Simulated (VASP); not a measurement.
# P (R-3m) in VASP: notebook

Runs on P. Level: r2SCAN. Tasks: single point.

Everything below comes from runs of VASP 6.6.1. Logs are shortened: lines on timing, memory, paths and dates and some standing lists are left out, and cuts for length are marked.

### 1 The cell of the first run

Symmetry: R-3m, No. 166, trigonal system. The conventional cell has a = 3.718 Å, b = 3.718 Å, c = 8.091 Å, α = 90.00°, β = 90.00°, γ = 120.00°. Within 3.1 Å of P (site symmetry 3m) lie 6 P at 2.36 to 2.75 Å.

### 2 Single point, r2SCAN

The input, POSCAR:

```
P
1.0
    1.8589810945      1.0732832353      2.6970764747
   -1.8589810945      1.0732832353      2.6970764747
    0.0000000000     -2.1465664706      2.6970764747
P
2
Direct
    0.2270802500      0.2270802500      0.2270802500
    0.7729197500      0.7729197500      0.7729197500
```

The input, INCAR.step1:

```
PREC     = Accurate       # precision mode
ENCUT    = 520            # plane-wave cutoff, eV
ISMEAR   = 0              # smearing method
SIGMA    = 0.15           # smearing width, eV
LREAL    = False          # projectors in reciprocal space
LASPH    = True           # aspherical terms in the spheres
NELM     = 60             # most SCF steps
NBANDS   = 12             # bands
GGA      = PE             # functional
ALGO     = Normal         # electronic algorithm
EDIFF    = 1E-4           # SCF threshold, eV
LWAVE    = True           # write WAVECAR
LCHARG   = False          # write CHGCAR
```

The input, INCAR.step2:

```
PREC     = Accurate       # precision mode
ENCUT    = 520            # plane-wave cutoff, eV
EDIFF    = 1E-6           # SCF threshold, eV
ISMEAR   = 0              # smearing method
SIGMA    = 0.15           # smearing width, eV
LREAL    = False          # projectors in reciprocal space
LASPH    = True           # aspherical terms in the spheres
NELM     = 60             # most SCF steps
ALGO     = Normal         # electronic algorithm
ISIF     = 2              # what is computed and relaxed
LWAVE    = False          # write WAVECAR
LCHARG   = False          # write CHGCAR
METAGGA  = R2SCAN         # meta-GGA
LMIXTAU  = True         
NBANDS   = 12             # bands
ISTART   = 1
```

The input, KPOINTS:

```
Automatic mesh
0
Gamma
  18 18 18
```

Potentials or basis: VASP PAW PBE potentials, release 64 (P).

On the command line:

```sh
$ cat potpaw_PBE.64/P/POTCAR > POTCAR
$ cp INCAR.step1 INCAR
$ mpirun -np 1 vasp_std > vasp.out
$ cp INCAR.step2 INCAR
$ mpirun -np 1 vasp_std > vasp.out
```

OUTCAR:

```text
PREC = Accurate
   ENCUT = 520
   EDIFF = 1E-6
   ISMEAR = 0
   LREAL = False
   LASPH = True
   NELM = 60
   ISIF = 2
   METAGGA = R2SCAN
   ISTART = 1

 ion  position               nearest neighbor table
   1  0.227  0.227  0.227-   2 2.36   2 2.36   2 2.36   2 2.75   2 2.75   2 2.75
   2  0.773  0.773  0.773-   1 2.36   1 2.36   1 2.36   1 2.75   1 2.75   1 2.75

  LATTYP: Found a trigonal (rhomboedric) cell.
 ALAT       =     3.4470232264
 COS(alpha) =     0.4183101010

  Lattice vectors:

 A1 = (   1.8589810945,   1.0732832353,   2.6970764747)
 A2 = (  -1.8589810945,   1.0732832353,   2.6970764747)
 A3 = (   0.0000000000,  -2.1465664706,   2.6970764747)

Analysis of symmetry for initial positions (statically):
=====================================================================
 Subroutine PRICEL returns:
 Original cell was already a primitive cell.

 Routine SETGRP: Setting up the symmetry group for a
 trigonal (rhombohedral) supercell.

 Subroutine GETGRP returns: Found 12 space group operations
 (whereof 12 operations were pure point group operations)
 out of a pool of 12 trial point group operations.

The static configuration has the point symmetry D_3d.

Analysis of symmetry for dynamics (positions and initial velocities):
=====================================================================
 Subroutine PRICEL returns:
 Original cell was already a primitive cell.

 Routine SETGRP: Setting up the symmetry group for a
 trigonal (rhombohedral) supercell.

 Subroutine GETGRP returns: Found 12 space group operations
 (whereof 12 operations were pure point group operations)
 out of a pool of 12 trial point group operations.

The dynamic configuration has the point symmetry D_3d.

 Subroutine INISYM returns: Found 12 space group operations
 (whereof 12 operations are pure point group operations),
 and found     1 'primitive' translations

----------------------------------------------------------------------------------------

                                     Primitive cell

  volume of cell :      32.2875

  direct lattice vectors                    reciprocal lattice vectors
     1.858981095  1.073283235  2.697076475     0.268964543  0.155286751  0.123590612
    -1.858981095  1.073283235  2.697076475    -0.268964543  0.155286751  0.123590612
     0.000000000 -2.146566471  2.697076475     0.000000000 -0.310573502  0.123590612

  length of vectors
     3.447023226  3.447023226  3.447023226     0.334261185  0.334261185  0.334261185

  position of ions in fractional coordinates (direct lattice)
     0.227080250  0.227080250  0.227080250
     0.772919750  0.772919750  0.772919750

  ion indices of the primitive-cell ions
   primitive index   ion index
                 1           1
                 2           2

----------------------------------------------------------------------------------------

 KPOINTS: Automatic mesh

Automatic generation of k-mesh.
 Grid dimensions read from file:
 generate k-points for:   18   18   18

 Generating k-lattice:

  Cartesian coordinates                     Fractional coordinates (reciprocal lattice)
     0.014942475  0.008627042  0.006866145     0.055555556  0.000000000  0.000000000
    -0.014942475  0.008627042  0.006866145     0.000000000  0.055555556  0.000000000
     0.000000000 -0.017254083  0.006866145     0.000000000  0.000000000  0.055555556

  Length of vectors
     0.018570066  0.018570066  0.018570066

  Shift w.r.t. Gamma in fractional coordinates (k-lattice)
     0.000000000  0.000000000  0.000000000

 Subroutine IBZKPT returns following result:
 ===========================================

 Found    580 irreducible k-points:

 Following reciprocal coordinates:
            Coordinates               Weight
  0.000000  0.000000  0.000000      1.000000
  0.055556  0.000000  0.000000      6.000000
  0.111111  0.000000  0.000000      6.000000
  0.166667  0.000000  0.000000      6.000000
  0.222222  0.000000  0.000000      6.000000
  0.277778  0.000000  0.000000      6.000000
[... 16 lines left out ...]
 -0.277778  0.055556 -0.000000     12.000000
 -0.222222  0.055556 -0.000000     12.000000
 [... further k-points ...]
   k-points           NKPTS =    580   k-points in BZ     NKDIM =    580   number of bands    NBANDS=     12
   number of dos      NEDOS =    301   number of ions     NIONS =      2
   total plane-waves  NPLWV =  21952
   dimension x,y,z NGX =    28 NGY =   28 NGZ =   28
   dimension x,y,z NGXF=    56 NGYF=   56 NGZF=   56
   ions per type =               2
   NGX,Y,Z   is equivalent  to a cutoff of  13.50, 13.50, 13.50 a.u.
   NGXF,Y,Z  is equivalent  to a cutoff of  27.01, 27.01, 27.01 a.u.
 SYSTEM =  unknown system
   PREC   = accura    normal or accurate (medium, high low for compatibility)
   ISTART =      1    job   : 0-new  1-cont  2-samecut
   ICHARG =      0    charge: 1-file 2-atom 10-const
   ISPIN  =      1    spin polarized calculation?
   LNONCOLLINEAR =      F non collinear calculations
   LSORBIT =      F    spin-orbit coupling
   LASPH  =      T    aspherical Exc in radial PAW
   ENCUT  =  520.0 eV  38.22 Ry    6.18 a.u.   6.41  6.41  6.41*2*pi/ulx,y,z
   NELM   =     60;   NELMIN=  2; NELMDL=  0     # of ELM steps
   EDIFF  = 0.1E-05   stopping-criterion for ELM
   LREAL  =      F    real-space projection
   EDIFFG = 0.1E-04   stopping-criterion for IOM
   NSW    =      0    number of steps for IOM
   IBRION =     -1    ionic relax: 0-MD 1-quasi-New 2-CG
   NFREE  =      0    steps in history (QN), initial steepest desc. (CG)
   ISIF   =      2    stress and relaxation
   ISYM   =      2    0-nonsym 1-usesym 2-fastsym
   POTIM  = 0.5000    time-step for ionic-motion
   TEBEG  =    0.0;   TEEND  =   0.0 temperature during run
   PSTRESS=    0.0 pullay stress
   NELECT =      10.0000    total number of electrons
   NUPDOWN=      -1.0000    fix difference up-down
   EMIN   =  10.00;   EMAX   =-10.00  energy-range for DOS
   EFERMI =   0.00;   METHOD = LEGACY
   ISMEAR =     0;   SIGMA  =   0.15  broadening in eV -4-tet -1-fermi 0-gaus
   EFERMI_NEDOS =   21; number of points for ismear=-14 and -15
   IALGO  =     38    algorithm
   IMIX   =      4    mixing-type and parameters
     AMIX     =   0.40;   BMIX     =  1.00
     AMIX_MAG =   1.60;   BMIX_MAG =  1.00
  volume/ion in A,a.u.               =      16.14       108.94
  Fermi-wavevector in a.u.,A,eV,Ry     =   1.107636  2.093128 16.692396  1.226857
  Thomas-Fermi vector in A             =   2.244152
   LORBIT       =      0    0 simple, 1 ext, 2 COOP (PROOUT), +10 PAW based schemes
   METAGGA = R2SCAN    functional components
   LHFCALC =     F    Hartree Fock is set to
   AEXX    =    0.0000 exact exchange contribution
   IVDW    =     0    specifies the selected vdW correction
   LEPSILON=     F    determine dielectric tensor
   LRPA    =     F    only Hartree local field effects (RPA)
 non-spin polarized calculation
 Gauss-broadening in eV      SIGMA  =   0.15
  energy-cutoff  :      520.00
  volume of cell :       32.29
 maximum number of plane-waves:       887
 NGX is ok and might be reduce to    28
   NGX = 13   NGY = 13   NGZ = 13

 number of electron      10.0000000 magnetization

 Free energy of the ion-electron system (eV)
  ---------------------------------------------------
  ext. energy  EPLUGINS =         0.00000000
  ---------------------------------------------------
  free energy    TOTEN  =       -17.42742363 eV

  energy without entropy =      -17.42138097  energy(sigma->0) =      -17.42440230

 E-fermi :   8.2058     XC(G=0): -11.3579

 val. band max:        8.2040377465   @ k =   0.2222   0.1111   0.1111
 cond. band min:       8.2074250768   @ k =   0.3333   0.1111   0.0556
 fundamental gap:      0.0033873303
 Fermi energy:         8.2057529453

 k-point     1 :       0.0000    0.0000    0.0000
  band No.  band energies     occupation
      1      -8.2067      2.00000
      2       5.0210      2.00000
      3       5.0210      2.00000
      4       5.3730      2.00000
      5       7.5985      2.00000
      6      11.1011      0.00000
      7      11.8185      0.00000
      8      11.8185      0.00000
      9      14.5444      0.00000
     10      14.5444      0.00000
     11      16.3006      0.00000
     12      16.3006      0.00000

 k-point     2 :       0.0556    0.0000    0.0000
  band No.  band energies     occupation
      1      -8.1585      2.00000
      2       4.1405      2.00000
      3       5.0172      2.00000
      4       6.1335      2.00000
      5       7.5524      2.00000
      6      11.0297      0.00000
      7      11.8336      0.00000
      8      11.9120      0.00000
      9      14.1268      0.00000
     10      14.4561      0.00000
     11      16.1618      0.00000
     12      16.8882      0.00000

 k-point     3 :       0.1111    0.0000    0.0000
  band No.  band energies     occupation
      1      -8.0139      2.00000
      2       3.0335      2.00000
      3       5.0085      2.00000
      4       6.8640      2.00000
      5       7.4630      2.00000
      6      10.8284      0.00000
      7      11.7727      0.00000
      8      12.1159      0.00000
      9      13.6075      0.00000
     10      14.2438      0.00000
     11      16.1554      0.00000
     12      18.0198      0.00000

 k-point     4 :       0.1667    0.0000    0.0000
  band No.  band energies     occupation
      1      -7.7737      2.00000
      2       1.8892      2.00000
      3       5.0013      2.00000
      4       7.1366      2.00000
      5       7.6378      2.00000
      6      10.5317      0.00000
      7      11.4056      0.00000
      8      12.2496      0.00000
      9      13.5716      0.00000
     10      14.0903      0.00000
     11      16.5247      0.00000
     12      19.3305      0.00000

 k-point     5 :       0.2222    0.0000    0.0000
  band No.  band energies     occupation
      1      -7.4389      2.00000
      2       0.7455      2.00000
      3       5.0027      2.00000
      4       7.0430      2.00000
      5       8.0138      1.92960
      6      10.1877      0.00000
      7      10.8168      0.00000
      8      12.1683      0.00000
      9      13.9952      0.00000
     10      14.2099      0.00000
     11      17.2498      0.00000
     12      20.4883      0.00000
[... 228 lines left out ...]
      1      -5.6604      2.00000
      2      -2.7075      2.00000
      3       4.6337      2.00000
      4       7.0029      2.00000
      5       7.7709      1.99996
      6       9.2884      0.00000
      7      10.2737      0.00000
      8      11.3137      0.00000
      9      16.2594      0.00000
     10      17.9120      0.00000
     11      19.3431      0.00000
     12      20.6732      0.00000

 k-point    22 :      -0.3333    0.0556   -0.0000
  band No.  band energies     occupation
      1      -6.2782      2.00000
      2      -1.7500      2.00000
      3       4.5721      2.00000
      4       7.0310      2.00000
      5       7.9876      1.96030
      6       9.4728      0.00000
      7      10.4569      0.00000
      8      11.4772      0.00000
      9      15.3890      0.00000
     10      16.8574      0.00000
     11      19.1421      0.00000
     12      20.8775      0.00000

 k-point    23 :      -0.2778    0.0556   -0.0000
  band No.  band energies     occupation
      1      -6.8202      2.00000
      2      -0.7222      2.00000
      3       4.5461      2.00000
      4       7.0701      2.00000
      5       8.1735      1.23886
      6       9.7033      0.00000
      7      10.6684      0.00000
      8      11.7693      0.00000
      9      14.6704      0.00000
     10      15.8904      0.00000
     11      18.1368      0.00000
     12      21.3361      0.00000

 k-point    24 :      -0.2222    0.0556   -0.0000
  band No.  band energies     occupation
      1      -7.2750      2.00000
      2       0.3494      2.00000
      3       4.5630      2.00000
      4       7.1344      2.00000
      5       8.1986      1.05359
      6       9.9579      0.00000
      7      10.9968      0.00000
      8      12.0984      0.00000
      9      14.1312      0.00000
     10      15.0541      0.00000
     11      17.2652      0.00000
     12      20.2271      0.00000

 [... further k-points ...]

------------------------ aborting loop because EDIFF is reached ----------------------------------------

  FORCE on cell =-STRESS in cart. coord.  units (eV):
  Direction    XX          YY          ZZ          XY          YZ          ZX
  --------------------------------------------------------------------------------------
  -------------------------------------------------------------------------------------
  Total       -2.5507255     -2.5507255      1.9731418      0.0000000     -0.0000000      0.0000000
  in kB     -126.5728235   -126.5728235     97.9118030      0.0000000     -0.0000000      0.0000000
  external PRESSURE =     -51.7446146 kB  Pullay stress =       0.0000000 kB

 VOLUME and BASIS-vectors are now :
 -----------------------------------------------------------------------------
  energy-cutoff  :      520.00
  volume of cell :       32.29
      direct lattice vectors                 reciprocal lattice vectors
     1.858981095  1.073283235  2.697076475     0.268964543  0.155286751  0.123590612
    -1.858981095  1.073283235  2.697076475    -0.268964543  0.155286751  0.123590612
     0.000000000 -2.146566471  2.697076475     0.000000000 -0.310573502  0.123590612

 POSITION                                       TOTAL-FORCE (eV/Angst)
 -----------------------------------------------------------------------------------
      0.00000      0.00000      1.83736         0.000000     -0.000000      0.493430
      0.00000      0.00000      6.25387         0.000000      0.000000     -0.493430
 -----------------------------------------------------------------------------------
    total drift:                                0.000000     -0.000000     -0.000000

  FREE ENERGIE OF THE ION-ELECTRON SYSTEM (eV)
  ---------------------------------------------------
  free  energy   TOTEN  =       -17.4274236290 eV

  energy  without entropy=      -17.4213809702  energy(sigma->0) =      -17.42440230
```

Run time: 26 min. Hardware: 1 thread of Oxide Virtual Turin-like, shared host; peak memory 0.26 GiB.

Results:

| Quantity | Value |
| --- | --- |
| Free energy | -17.4274 eV |
| Pressure | -5.2 GPa |
| Largest force | 0.493 eV/Å |
| Band gap on the k mesh | zero (bands 5 and 6 overlap by 1.44 eV) |

Forces in eV/Å, atoms in the order of the input:
```
P    0.000  0.000  0.493
P    0.000  0.000 -0.493
```

Stress tensor (GPa, compression positive):
```
-12.66   0.00   0.00
  0.00 -12.66   0.00
  0.00   0.00   9.79
```

Levels at points of the mesh, in eV from the Fermi level:
| k point | band 2 | band 3 | band 4 | band 5 | band 6 | band 7 | band 8 | band 9 |
| --- | --- | --- | --- | --- | --- | --- | --- | --- |
| (0.00, 0.00, 0.00) | -3.18 | -3.18 | -2.83 | -0.61 | 2.90 | 3.61 | 3.61 | 6.34 |
| (0.50, 0.00, 0.00) | -12.05 | -3.09 | -1.34 | 0.04 | 0.74 | 1.12 | 2.95 | 9.55 |
| (0.50, 0.50, 0.00) | -9.42 | -6.67 | -5.94 | -3.90 | 1.15 | 7.59 | 7.98 | 9.30 |
| (0.50, 0.50, 0.50) | -10.09 | -3.20 | -3.20 | -1.29 | -0.84 | -0.84 | 1.44 | 11.28 |

Caveat: the stress differs along the axes, from -13 to 10 GPa; the PAW data sets were made with another functional, which shifts forces and pressure a little.

[end of part 1 of 2]
